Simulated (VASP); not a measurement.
Wanted: the native input for a VASP 6.6.1 run.

```yaml
Task: single point
Functional: PBE
Potentials_or_basis: VASP PAW PBE potentials, release 64 (Zr_sv, C)
Cutoff: 520 eV
k_mesh: 14 × 14 × 14
Occupations: fermi-dirac, width 0.05 eV
Spin: no spin polarisation
Dipole_correction: no
Further_INCAR_settings: ALGO = Normal; EDIFF = 1e-06; NBANDS = 15
```

The structure of ZrC (rocksalt type) lies in POSCAR:

```
ZrC
1.0
    0.0000000000      2.3543090120      2.3543090120
    2.3543090120      0.0000000000      2.3543090120
    2.3543090120      2.3543090120      0.0000000000
Zr C
1 1
Direct
    0.0000000000      0.0000000000      0.0000000000
    0.5000000000      0.5000000000      0.5000000000
```

The input as run:

INCAR

```
ALGO = Normal
EDIFF = 1E-6
ENCUT = 520
GGA = PE
ISIF = 2
ISMEAR = -1
LASPH = True
LCHARG = False
LREAL = False
LWAVE = False
NBANDS = 15
NELM = 80
PREC = Accurate
SIGMA = 0.05
```

KPOINTS

```
k-points
0
Gamma
  14 14 14
```

Potentials or basis: VASP PAW PBE potentials, release 64 (Zr_sv, C).

The run is started by

```bash
$ cat potpaw_PBE.64/Zr_sv/POTCAR potpaw_PBE.64/C/POTCAR > POTCAR
$ mpirun -np 1 vasp_std > vasp.out
```

It gave:

```json
{
 "Pressure": "0.3 GPa",
 "Band gap on the k mesh": "zero (band 8 reaches 10.49 eV, above the bottom of band 9 at 9.21 eV)"
}
```

Run time: 24 s on 1 thread of Intel(R) Xeon(R) 6975P-C (Granite Rapids) (shared host), peak memory 0.18 GiB.
